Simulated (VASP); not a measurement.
Here is a VASP 6.6.1 calculation.

File INCAR:

```
SYSTEM = SnO2
ALGO = Normal
EDIFF = 1E-6
ENCUT = 520
GGA = PS
ISIF = 2
ISMEAR = 1
LASPH = .TRUE.
LCHARG = .TRUE.
LELF = .TRUE.
LREAL = .FALSE.
LVHAR = .TRUE.
LWAVE = .FALSE.
NBANDS = 35
NELM = 80
PREC = Accurate
SIGMA = 0.1
```

The input KPOINTS:

```
k-points
0
G
  12 12 2
  0 0 0
```

POSCAR

```
SnO2
1.0
    3.2572802191      0.0000000000      0.0000000000
   -1.6286401095      2.8208830321      0.0000000000
    0.0000000000      0.0000000000     10.8797422261
Sn O
2 4
Direct
    0.0000000000      0.0000000000      0.5000000000
    0.0000000000      0.0000000000      0.0000000000
    0.6666666667      0.3333333333      0.4058600000
    0.6666666667      0.3333333333      0.0941400000
    0.3333333333      0.6666666667      0.5941400000
    0.3333333333      0.6666666667      0.9058600000
```

Potentials or basis: VASP PAW PBE potentials, release 64 (Sn_d, O).

Launch:

```console
$ cat potpaw_PBE.64/Sn_d/POTCAR potpaw_PBE.64/O/POTCAR > POTCAR
$ mpirun -np 1 vasp_std > vasp.out
```

Q: Predict the pressure.

A: -6.6 GPa.

Q: Predict the largest force.

A: 0.579 eV/Å.

Stress tensor (GPa, compression positive):
```
-8.17  0.00  0.00
 0.00 -8.17  0.00
 0.00  0.00 -3.49
```

Caveat: the PAW data sets were made with another functional, which shifts forces and pressure a little.
